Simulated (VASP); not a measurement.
# MgO (Fm-3m) in VASP: further runs

Runs on MgO. Level: PBE. Tasks: single point, relaxation of cell and atoms.

Everything below comes from runs of VASP 6.6.1. Logs are shortened: lines on timing, memory, paths and dates and some standing lists are left out, and cuts for length are marked.

### 1 The cell of the first run

The structure is cubic, space group Fm-3m (No. 225). Conventional cell: a = 4.244 Å, b = 4.244 Å, c = 4.244 Å, α = 90.00°, β = 90.00°, γ = 90.00°. Mg (site symmetry m-3m) has 6 O at 2.12 Å within 2.8 Å. O (site symmetry m-3m) has 6 Mg at 2.12 Å within 2.8 Å.

### 2 Single point, PBE

Contents of INCAR:

```
PREC = Accurate
ENCUT = 520
EDIFF = 1E-6
ISMEAR = 0
SIGMA = 0.01
LREAL = F
LASPH = T
NELM = 60
ALGO = Normal
ISIF = 2
LWAVE = F
LCHARG = T
GGA = PE
LELF = T
LVHAR = T
NBANDS = 11
```

Contents of KPOINTS:

```
Automatic mesh
0
Gamma
  10 10 10
```

Contents of POSCAR:

```
MgO
1.0
    0.0000000000      2.1222213983      2.1222213983
    2.1222213983      0.0000000000      2.1222213983
    2.1222213983      2.1222213983      0.0000000000
Mg O
1 1
Direct
    0.0000000000      0.0000000000      0.0000000000
    0.5000000000      0.5000000000      0.5000000000
```

Potentials or basis: VASP PAW PBE potentials, release 64 (Mg, O).

Command:

```bash
> cat potpaw_PBE.64/Mg/POTCAR potpaw_PBE.64/O/POTCAR > POTCAR
> mpirun -np 1 vasp_std > vasp.out
```

OUTCAR:

```text
PREC = Accurate
   ENCUT = 520
   EDIFF = 1E-6
   ISMEAR = 0
   LREAL = F
   LASPH = T
   NELM = 60
   ISIF = 2
   GGA = PE

 ion  position               nearest neighbor table
   1  0.000  0.000  0.000-   2 2.12   2 2.12   2 2.12   2 2.12   2 2.12   2 2.12
   2  0.500  0.500  0.500-   1 2.12   1 2.12   1 2.12   1 2.12   1 2.12   1 2.12

  LATTYP: Found a face centered cubic cell.
 ALAT       =     4.2444427966

  Lattice vectors:

 A1 = (   0.0000000000,   2.1222213983,   2.1222213983)
 A2 = (   2.1222213983,   0.0000000000,   2.1222213983)
 A3 = (   2.1222213983,   2.1222213983,   0.0000000000)

Analysis of symmetry for initial positions (statically):
=====================================================================
 Subroutine PRICEL returns:
 Original cell was already a primitive cell.

 Routine SETGRP: Setting up the symmetry group for a
 face centered cubic supercell.

 Subroutine GETGRP returns: Found 48 space group operations
 (whereof 48 operations were pure point group operations)
 out of a pool of 48 trial point group operations.

The static configuration has the point symmetry O_h .

Analysis of symmetry for dynamics (positions and initial velocities):
=====================================================================
 Subroutine PRICEL returns:
 Original cell was already a primitive cell.

 Routine SETGRP: Setting up the symmetry group for a
 face centered cubic supercell.

 Subroutine GETGRP returns: Found 48 space group operations
 (whereof 48 operations were pure point group operations)
 out of a pool of 48 trial point group operations.

The dynamic configuration has the point symmetry O_h .

 Subroutine INISYM returns: Found 48 space group operations
 (whereof 48 operations are pure point group operations),
 and found     1 'primitive' translations

----------------------------------------------------------------------------------------

                                     Primitive cell

  volume of cell :      19.1162

  direct lattice vectors                    reciprocal lattice vectors
     0.000000000  2.122221398  2.122221398    -0.235602186  0.235602186  0.235602186
     2.122221398  0.000000000  2.122221398     0.235602186 -0.235602186  0.235602186
     2.122221398  2.122221398  0.000000000     0.235602186  0.235602186 -0.235602186

  length of vectors
     3.001274284  3.001274284  3.001274284     0.408074956  0.408074956  0.408074956
[... 87 lines left out ...]
   ISIF   =      2    stress and relaxation
   ISYM   =      2    0-nonsym 1-usesym 2-fastsym
   POTIM  = 0.5000    time-step for ionic-motion
   TEBEG  =    0.0;   TEEND  =   0.0 temperature during run
   PSTRESS=    0.0 pullay stress
   NELECT =       8.0000    total number of electrons
   NUPDOWN=      -1.0000    fix difference up-down
   EMIN   =  10.00;   EMAX   =-10.00  energy-range for DOS
   EFERMI =   0.00;   METHOD = LEGACY
   ISMEAR =     0;   SIGMA  =   0.01  broadening in eV -4-tet -1-fermi 0-gaus
   EFERMI_NEDOS =   21; number of points for ismear=-14 and -15
   IALGO  =     38    algorithm
   IMIX   =      4    mixing-type and parameters
     AMIX     =   0.40;   BMIX     =  1.00
     AMIX_MAG =   1.60;   BMIX_MAG =  1.00
  volume/ion in A,a.u.               =       9.56        64.50
  Fermi-wavevector in a.u.,A,eV,Ry     =   1.224534  2.314033 20.401708  1.499483
  Thomas-Fermi vector in A             =   2.359605
   LORBIT       =      0    0 simple, 1 ext, 2 COOP (PROOUT), +10 PAW based schemes
   GGA     = PE    functional components
   LHFCALC =     F    Hartree Fock is set to
   AEXX    =    0.0000 exact exchange contribution
   IVDW    =     0    specifies the selected vdW correction
   LEPSILON=     F    determine dielectric tensor
   LRPA    =     F    only Hartree local field effects (RPA)
 non-spin polarized calculation
 Gauss-broadening in eV      SIGMA  =   0.01
  energy-cutoff  :      520.00
  volume of cell :       19.12
 maximum number of plane-waves:       532
 NGX is ok and might be reduce to    24
   NGX = 11   NGY = 11   NGZ = 11

 number of electron       8.0000005 magnetization

 Free energy of the ion-electron system (eV)
  ---------------------------------------------------
  ext. energy  EPLUGINS =         0.00000000
  ---------------------------------------------------
  free energy    TOTEN  =       -11.91174827 eV

  energy without entropy =      -11.91174827  energy(sigma->0) =      -11.91174827

 E-fermi :   3.0938     XC(G=0): -10.9703

 val. band max:        3.0167218701   @ k =   0.0000   0.0000   0.0000
 cond. band min:       7.5227483039   @ k =   0.0000   0.0000   0.0000
 fundamental gap:      4.5060264338
 Fermi energy:         3.0938094523

 k-point     1 :       0.0000    0.0000    0.0000
  band No.  band energies     occupation
      1     -14.1305      2.00000
      2       3.0167      2.00000
      3       3.0167      2.00000
      4       3.0167      2.00000
      5       7.5227      0.00000
      6      18.6860      0.00000
      7      18.6860      0.00000
      8      18.6860      0.00000
      9      22.5426      0.00000
     10      24.2904      0.00000
     11      24.2904      0.00000
[... 309 lines left out ...]
 k-point    24 :       0.4000    0.3000    0.0000
  band No.  band energies     occupation
      1     -12.9443      2.00000
      2      -0.4841      2.00000
      3       1.7468      2.00000
      4       1.9598      2.00000
      5      12.3653      0.00000
      6      13.1207      0.00000
      7      16.3752      0.00000
      8      20.8945      0.00000
      9      21.0969      0.00000
     10      27.6217      0.00000
     11      29.5361      0.00000

 [... further k-points ...]

------------------------ aborting loop because EDIFF is reached ----------------------------------------

  FORCE on cell =-STRESS in cart. coord.  units (eV):
  Direction    XX          YY          ZZ          XY          YZ          ZX
  --------------------------------------------------------------------------------------
  -------------------------------------------------------------------------------------
  Total        0.0301439      0.0301439      0.0301439      0.0000000      0.0000000      0.0000000
  in kB        2.5264360      2.5264360      2.5264360      0.0000000      0.0000000      0.0000000
  external PRESSURE =       2.5264360 kB  Pullay stress =       0.0000000 kB

 VOLUME and BASIS-vectors are now :
 -----------------------------------------------------------------------------
  energy-cutoff  :      520.00
  volume of cell :       19.12
      direct lattice vectors                 reciprocal lattice vectors
     0.000000000  2.122221398  2.122221398    -0.235602186  0.235602186  0.235602186
     2.122221398  0.000000000  2.122221398     0.235602186 -0.235602186  0.235602186
     2.122221398  2.122221398  0.000000000     0.235602186  0.235602186 -0.235602186

 POSITION                                       TOTAL-FORCE (eV/Angst)
 -----------------------------------------------------------------------------------
      0.00000      0.00000      0.00000        -0.000000     -0.000000      0.000000
      2.12222      2.12222      2.12222         0.000000      0.000000     -0.000000
 -----------------------------------------------------------------------------------
    total drift:                               -0.000000     -0.000000      0.000000

  FREE ENERGIE OF THE ION-ELECTRON SYSTEM (eV)
  ---------------------------------------------------
  free  energy   TOTEN  =       -11.9117482748 eV

  energy  without entropy=      -11.9117482748  energy(sigma->0) =      -11.91174827
```

Run time: 10 s. Hardware: 1 thread of Intel Xeon 8259CL, shared host; peak memory 0.14 GiB.

Results:

```
Free energy            : -11.9117 eV
Pressure               : 0.3 GPa
Band gap on the k mesh : 4.51 eV, direct
```

### 3 Relaxation of cell and atoms, PBE, target pressure 1 GPa, at which the enthalpy is minimised

This run uses another cell than the first one, of 9.62 Å³/atom, 1.007 times its volume.

Contents of INCAR:

```
  PREC = Accurate
  ENCUT = 600
  EDIFF = 1E-6
  ISMEAR = 0
  SIGMA = 0.01
  LREAL = False
  LASPH = True
  NELM = 80
  ALGO = Normal
  ISIF = 3
  LWAVE = False
  LCHARG = False
  GGA = PE
  IBRION = 2
  NSW = 80
  EDIFFG = -0.001
  PSTRESS = 10.0
```

Contents of KPOINTS:

```
regular mesh
0
Gamma
  10 10 10
```

Contents of POSCAR:

```
MgO
1.0
    0.0000000000      2.1269229054      2.1269229054
    2.1269229054      0.0000000000      2.1269229054
    2.1269229054      2.1269229054      0.0000000000
Mg O
1 1
Direct
    0.0000000000      0.0000000000      0.0000000000
    0.5000000000      0.5000000000      0.5000000000
```

Potentials or basis: VASP PAW PBE potentials, release 64 (Mg, O).

Command:

```bash
> cat potpaw_PBE.64/Mg/POTCAR potpaw_PBE.64/O/POTCAR > POTCAR
> mpirun -np 1 vasp_std > vasp.out
```

Wall time 15 s (1 thread of Intel Xeon 8259CL, shared host); peak memory 0.14 GiB.

It converged, with:

```yaml
Free_energy: -11.9148 eV
Relaxed_volume: 9.50 Å³/atom
Relaxed_cell: a = 2.995 Å, b = 2.995 Å, c = 2.995 Å, α = 60.00°, β = 60.00°, γ = 60.00°
Space_group_after_relaxing_to_0.05_Å: Fm-3m (No. 225)
Energy_change_on_relaxing_the_enthalpy_is_what_falls: -0.0 meV/atom
Ionic_steps: 3
Pressure_after_relaxing: 1.0 GPa
Band_gap_on_the_k_mesh: 4.57 eV, direct
```

Final structure:
```xyz
2
Lattice="0.0000 2.1177 2.1177 2.1177 0.0000 2.1177 2.1177 2.1177 0.0000" Properties=species:S:1:pos:R:3 pbc="T T T"
Mg    0.0000    0.0000    0.0000
O     2.1177    2.1177    2.1177
```

Levels at points of the mesh, in eV from the valence-band top:
```
           k point  band 2  band 3  band 4  band 5  band 6  band 7
(0.00, 0.00, 0.00)    0.00    0.00    0.00    4.57   15.71   15.71
(0.50, 0.00, 0.00)   -4.54   -0.63   -0.63    7.79   12.42   16.14
(0.50, 0.50, 0.00)   -4.02   -1.32   -1.32    9.10    9.79   12.92
```

Caveat: the cell is relaxed towards a set pressure, so the enthalpy falls and the energy may rise.

### 4 Single point, PBE

This run uses another cell than the first one, of 8.84 Å³/atom, 0.925 times its volume.

Contents of INCAR:

```
PREC     = Accurate       # precision mode
ENCUT    = 520            # plane-wave cutoff, eV
EDIFF    = 1E-6           # SCF threshold, eV
ISMEAR   = 0              # smearing method
SIGMA    = 0.01           # smearing width, eV
LREAL    = False          # projectors in reciprocal space
LASPH    = True           # aspherical terms in the spheres
NELM     = 80             # most SCF steps
ALGO     = Normal         # electronic algorithm
ISIF     = 2              # what is computed and relaxed
LWAVE    = False          # write WAVECAR
LCHARG   = False          # write CHGCAR
GGA      = PE             # functional
NBANDS   = 11             # bands
```

Contents of KPOINTS:

```
Automatic mesh
0
Gamma
  10 10 10
```

Contents of POSCAR:

```
MgO
1.0
    0.0000000000      2.0677851755      2.0677851755
    2.0677851755      0.0000000000      2.0677851755
    2.0677851755      2.0677851755      0.0000000000
Mg O
1 1
Direct
    0.0000000000      0.0000000000      0.0000000000
    0.5000000000      0.5000000000      0.5000000000
```

Command:

```bash
> cat potpaw_PBE.64/Mg/POTCAR potpaw_PBE.64/O/POTCAR > POTCAR
> mpirun -np 1 vasp_std > vasp.out
```

It took 6.8 s on 1 thread of Intel Xeon Platinum 8259CL at 2.50GHz (Skylake/Cascade Lake), shared host; peak memory 0.14 GiB.

The run converged. Its results:

| Item | Value |
| --- | --- |
| Free energy | -11.8487 eV |
| Pressure | 14.3 GPa |
| Band gap on the k mesh | 5.28 eV, direct |

Levels at points of the mesh, in eV from the valence-band top:
| k point | band 1 | band 2 | band 3 | band 4 | band 5 | band 6 | band 7 | band 8 | band 9 |
| --- | --- | --- | --- | --- | --- | --- | --- | --- | --- |
| (0.00, 0.00, 0.00) | -17.56 | 0.00 | 0.00 | 0.00 | 5.28 | 16.11 | 16.11 | 16.11 | 20.17 |
| (0.50, 0.00, 0.00) | -16.13 | -4.86 | -0.72 | -0.72 | 8.25 | 13.24 | 16.89 | 16.89 | 21.74 |
| (0.50, 0.50, 0.00) | -15.85 | -4.31 | -1.43 | -1.43 | 9.18 | 10.58 | 13.70 | 19.83 | 19.83 |

### 5 Single point, PBE (volume scaled by 0.98)

Contents of INCAR:

```
PREC = Accurate
ENCUT = 520
EDIFF = 1E-6
ISMEAR = 0
SIGMA = 0.01
LREAL = False
LASPH = True
NELM = 100
ALGO = Normal
ISIF = 2
LWAVE = False
LCHARG = False
GGA = PE
NBANDS = 11
```

KPOINTS is that of step 4.

Contents of POSCAR:

```
MgO
1.0
    0.0000000000      2.1126478249      2.1126478249
    2.1126478249      0.0000000000      2.1126478249
    2.1126478249      2.1126478249      0.0000000000
Mg O
1 1
Direct
    0.0000000000      0.0000000000      0.0000000000
    0.5000000000      0.5000000000      0.5000000000
```

Command:

```bash
> cat potpaw_PBE.64/Mg/POTCAR potpaw_PBE.64/O/POTCAR > POTCAR
> mpirun -np 1 vasp_std > vasp.out
```

It took 6.9 s on 1 thread of Intel Xeon Platinum 8259CL at 2.50GHz (Skylake/Cascade Lake), shared host; peak memory 0.14 GiB.

It converged, with:

* Free energy: -11.9093 eV
* Pressure: 2.4 GPa
* Band gap on the k mesh: 4.64 eV, direct

Levels at points of the mesh, in eV from the valence-band top:
| k point | band 2 | band 3 | band 4 | band 5 | band 6 | band 7 |
| --- | --- | --- | --- | --- | --- | --- |
| (0.00, 0.00, 0.00) | 0.00 | 0.00 | 0.00 | 4.64 | 15.75 | 15.75 |
| (0.50, 0.00, 0.00) | -4.58 | -0.64 | -0.64 | 7.84 | 12.50 | 16.21 |
| (0.50, 0.50, 0.00) | -4.05 | -1.34 | -1.34 | 9.11 | 9.87 | 13.00 |

Caveat: the cell differs from its parent crystal (volume scaled by 0.98).

### 6 Summary

| task | cell | cutoff (eV) | gap on the mesh (eV) | pressure (GPa) |
| --- | --- | --- | --- | --- |
| single point | a = 3.001 Å, angles 60.0°, 2 atoms | 520 | 4.51 | 0.3 |
| relaxation of cell and atoms | relaxed to 1 GPa from a = 3.008 Å, angles 60.0°, 2 atoms | 600 | 4.57 | 1.0 |
| single point | a = 2.924 Å, angles 60.0°, 2 atoms | 520 | 5.28 | 14.3 |
| single point | a = 2.988 Å, angles 60.0°, 2 atoms | 520 | 4.64 | 2.4 |

Alike in all rows: level PBE; potentials or basis VASP PAW PBE potentials, release 64 (Mg, O); no spin polarisation; k mesh 10 × 10 × 10; smearing gaussian 0.01 eV.

Caveats: the cell is relaxed towards a set pressure, so the enthalpy falls and the energy may rise (some runs).

Absolute energies hang on the potentials; compare differences alone.
